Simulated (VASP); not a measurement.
K2Br, 3 atoms in the cell. The structure is cubic, space group Fm-3m (No. 225). Conventional cell: a = 8.150 Å, b = 8.150 Å, c = 8.150 Å, α = 90.00°, β = 90.00°, γ = 90.00°. Within 4.6 Å of K (site symmetry -43m) lie 4 Br at 3.53 Å and 6 K at 4.08 Å. Br (site symmetry m-3m) has 8 K at 3.53 Å within 4.6 Å. 

```yaml
Program: VASP 6.6.1
Task: single point
Functional: PBEsol
Potentials_or_basis: VASP PAW PBE potentials, release 64 (K_sv, Br)
Cutoff: 520 eV
k_mesh: 10 × 10 × 10
Occupations: gaussian, width 0.1 eV
Spin: no spin polarisation
Dipole_correction: no
Further_INCAR_settings: ALGO = Normal; EDIFF = 1e-07; NBANDS = 20
```

Potentials or basis: VASP PAW PBE potentials, release 64 (K_sv, Br).

Command:

```sh
$ cat potpaw_PBE.64/K_sv/POTCAR potpaw_PBE.64/Br/POTCAR > POTCAR
$ mpirun -np 1 vasp_std > vasp.out
```

Hardware: 1 thread of Oxide Virtual Turin-like Processor, on a shared host.

Task: How long does it take, and how much memory?

Result: It took 3.7 min on 1 thread of Oxide Virtual Turin-like Processor, with other jobs on the host, peak memory 0.34 GiB. Counts: scf iterations 14, k points 47.
